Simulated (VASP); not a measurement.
**Tl: single point with r2SCAN**

Tl:

```xyz
1
Lattice="-2.1788 2.1788 1.5404 2.1788 -2.1788 1.5404 2.1788 2.1788 -1.5404" Properties=species:S:1:pos:R:3 pbc="T T T"
Tl    0.0000    0.0000    0.0000
```

This cell differs from its parent crystal: ratio of the length along z to the lengths across it x 0.707, volume and fractional coordinates fixed.

```json
{
  "Program": "VASP 6.6.1",
  "Task": "single point",
  "Functional": "r2SCAN",
  "Potentials or basis": "VASP PAW PBE potentials, release 64 (Tl_d)",
  "Cutoff": "520 eV",
  "k mesh": "20 × 20 × 20",
  "Occupations": "gaussian, width 0.15 eV",
  "Spin": "no spin polarisation"
}
```

- Pressure: 2.3 GPa
- Band gap on the k mesh: zero (an odd number of electrons rules out a gap without spin polarisation)

Stress tensor (GPa, compression positive):
```
0.63 0.00 0.00
0.00 0.63 0.00
0.00 0.00 5.66
```

Levels at points of the mesh, in eV from the Fermi level:
```tsv
k point	band 3	band 4	band 5	band 6	band 7	band 8	band 9	band 10
(0.00, 0.00, 0.00)	-11.98	-11.98	-11.84	-10.46	7.44	7.44	11.57	12.45
(0.50, 0.00, 0.00)	-11.98	-11.75	-11.50	-4.00	-2.33	5.07	5.71	9.23
(0.50, 0.50, 0.00)	-12.03	-12.03	-11.63	-6.88	-3.33	10.55	10.76	12.71
(0.50, 0.50, 0.50)	-11.66	-11.66	-11.65	-3.77	-0.53	-0.53	5.08	7.49
```

Run time: 5.5 min on 1 thread of Intel(R) Xeon(R) 6975P-C (Granite Rapids), on a shared host, peak memory 0.34 GiB.

Caveat: the stress differs along the axes, from 1 to 6 GPa; the PAW data sets were made with another functional, which shifts forces and pressure a little; spin-orbit coupling is left out, which moves the levels of the heavy elements.
